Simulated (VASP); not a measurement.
Input of a VASP 6.6.1 run:

Contents of INCAR:

```
SYSTEM = AlRu
ALGO = Fast
EDIFF = 1E-6
ENCUT = 520
GGA = PE
ISIF = 2
ISMEAR = 0
LASPH = .TRUE.
LCHARG = .FALSE.
LREAL = .FALSE.
LWAVE = .FALSE.
NBANDS = 16
NELM = 60
PREC = Accurate
SIGMA = 0.15
```

Contents of KPOINTS:

```
k-points
0
G
  18 18 18
  0 0 0
```

POSCAR

```
AlRu
1.0
    2.9933367248     -0.0715131641     -0.0715131641
   -0.0715131641      2.9933367248     -0.0715131641
   -0.0715131641     -0.0715131641      2.9933367248
Al Ru
1 1
Direct
    0.0000000000      0.0000000000      0.0000000000
    0.5000000000      0.5000000000      0.5000000000
```

Potentials or basis: VASP PAW PBE potentials, release 64 (Al, Ru_pv).

Command:

```console
$ cat potpaw_PBE.64/Al/POTCAR potpaw_PBE.64/Ru_pv/POTCAR > POTCAR
$ mpirun -np 1 vasp_std > vasp.out
```

(1) Predict the pressure.

(2) What does it give for the band gap on the k mesh?

## Answers

(1) 3.7 GPa.

(2) zero (an odd number of electrons rules out a gap without spin polarisation).

Caveat: the cell stands under pressure.
